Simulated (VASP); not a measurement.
**NaF: single point with r2SCAN**

Crystal: NaF.

```xyz
2
Lattice="2.3086 2.3086 0.0000 -2.3086 2.3086 0.0000 0.0000 2.3086 2.2930" Properties=species:S:1:pos:R:3 pbc="T T T"
Na    0.0000    0.0000    0.0000
F     0.0000    2.3086    0.0000
```

This cell differs from its parent crystal: film at in-plane strain +0.005.

```yaml
Program: VASP 6.6.1
Task: single point
Functional: r2SCAN
Potentials_or_basis: VASP PAW PBE potentials, release 64 (Na_pv, F)
Cutoff: 520 eV
k_mesh: 8 × 8 × 8
Occupations: gaussian, width 0.01 eV
Spin: no spin polarisation
Dipole_correction: no
Further_INCAR_settings: ALGO = Normal; EDIFF = 1e-07; NBANDS = 14
```

- Pressure: -1.2 GPa
- Band gap on the k mesh: 7.27 eV

Stress tensor (GPa, compression positive):
```
-1.42  0.00  0.00
 0.00 -1.42  0.00
 0.00  0.00 -0.89
```

Levels at points of the mesh, in eV from the valence-band top:
```
           k point  band 3  band 4  band 5  band 6  band 7  band 8  band 9  band 10  band 11  band 12
(0.00, 0.00, 0.00)  -19.45  -19.45    0.00    0.00    0.00    7.27   19.90    19.90    19.95    22.60
(0.50, 0.00, 0.00)  -19.46  -18.92   -1.59   -0.28   -0.27   11.74   13.57    21.55    21.68    24.07
(0.50, 0.50, 0.00)  -19.50  -19.50   -1.29   -0.41   -0.40   14.00   14.19    15.02    21.34    21.41
(0.00, 0.00, 0.50)  -19.50  -19.50   -1.28   -0.42   -0.42   13.93   14.28    15.04    21.30    21.30
```

It took 83 s on 1 thread of AMD EPYC 7R43 64-Core Processor (Zen 3), on a shared host, peak memory 0.11 GiB.

Caveat: the cell differs from its parent crystal (film at in-plane strain +0.005); the PAW data sets were made with another functional, which shifts forces and pressure a little.
